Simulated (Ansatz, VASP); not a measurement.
# Two plane-wave programs on AgI

```
Ag I
1.0
     4.68568    0.00000    0.00000
    -2.34284    4.05792    0.00000
     0.00000    0.00000    7.66495
Ag I
2 2
Cartesian
  2.3428 1.3526 4.8110
  0.0000 2.7053 0.9786
  2.3428 1.3526 0.0179
  0.0000 2.7053 3.8503
```

Alike in both runs: functional PBE; k mesh 6 × 6 × 4; no spin polarisation.

Ansatz relaxed the structure, and its values are those at the end. VASP's run is a single point on that final structure, the one shown.

|  | VASP | Ansatz |
| --- | --- | --- |
| version | VASP 6.6.1 | Ansatz 0.2.0 |
| potentials or method | VASP PAW PBE potentials, release 64 (Ag, I) | PAW with Ansatz's default frozen-core files, scalar-relativistic |
| plane-wave cutoff (eV) | 500 | 420 |
| occupations | gaussian, width 0.01 eV | fixed |
| valence electrons in the cell | 36 | 72 |

Ansatz gave:

* pressure (GPa): 0.0

**Question.** Estimate VASP's values.

**Answer.** Pressure (GPa): -0.1.

VASP's potentials hold 36 valence electrons a cell and Ansatz's 72, so a difference there can come from the potentials and not from the codes.

Neither program's run includes spin-orbit coupling.
